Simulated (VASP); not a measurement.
Set up this calculation in VASP 6.6.1, as the native input.

```yaml
Task: single point
Functional: LDA
Potentials_or_basis: VASP PAW LDA potentials, release 64 (Li_sv, F)
Cutoff: 520 eV
k_mesh: 10 × 10 × 10
Occupations: gaussian, width 0.05 eV
Spin: no spin polarisation
Dipole_correction: no
Further_INCAR_settings: ALGO = Normal; EDIFF = 1e-06; NBANDS = 12
```

The structure of LiF lies in POSCAR:

```
LiF
1.0
    2.5979259950      0.0000000000      0.0000000000
    0.0000000000      2.5979259950      0.0000000000
    0.0000000000      0.0000000000      2.5595330000
Li F
1 1
Direct
    0.0000000000      0.0000000000      0.0000000000
    0.5000000000      0.5000000000      0.5000000000
```

This cell differs from its parent crystal: strain +0.0150 x Voigt [1, 1, 0, 0, 0, 0].

One way to write it, as run:

INCAR

```
SYSTEM = LiF
ALGO = Normal ; EDIFF = 1E-6
ENCUT = 520 ; GGA = CA
ISIF = 2 ; ISMEAR = 0
LASPH = .True. ; LCHARG = .True.
LELF = .True. ; LREAL = .False.
LVHAR = .True. ; LWAVE = .False.
NBANDS = 12 ; NELM = 100
PREC = Accurate ; SIGMA = 0.05
```

KPOINTS

```
k-points
0
Gamma
  10 10 10
  0 0 0
```

Potentials or basis: VASP PAW LDA potentials, release 64 (Li_sv, F).

The run is started by

```sh
$ cat potpaw_LDA.64/Li_sv/POTCAR potpaw_LDA.64/F/POTCAR > POTCAR
$ mpirun -np 1 vasp_std > vasp.out
```

Results of the run:

```
Band gap on the k mesh : 7.00 eV (least direct gap 7.62 eV)
```

Caveat: the cell differs from its parent crystal (strain +0.0150 x Voigt [1, 1, 0, 0, 0, 0]).

Wall time 28 s on 1 thread of Intel Xeon 8259CL, with other jobs on the host, peak memory 0.13 GiB.
